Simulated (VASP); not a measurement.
The system is P.

```
CELL_PARAMETERS angstrom
2.45277 0.00000 0.00000
0.00000 2.45277 0.00000
0.00000 0.00000 2.45277
ATOMIC_POSITIONS crystal
P 0.00000 0.00000 0.00000
```

Base run:

| Item | Value |
| --- | --- |
| Program | VASP 6.6.1 |
| Functional | revPBE |
| Potentials or basis | VASP PAW PBE potentials, release 64 (P) |
| Cutoff | 520 eV |
| k mesh | 12 × 12 × 12 |
| Occupations | fermi-dirac, width 0.1 eV |
| Spin | no spin polarisation |

Its results: pressure -0.6 GPa.

Problem. The run is repeated on the same cell with these changes: k mesh from 12 × 12 × 12 to 14 × 14 × 14; further incar settings from ALGO = Normal; EDIFF = 1e-07; NBANDS = 8 to ALGO = Normal; EDIFF = 1e-06; NBANDS = 8. What comes out?

Solution. Pressure 0.3 GPa.

Caveats: the PAW data sets were made with another functional, which shifts forces and pressure a little.
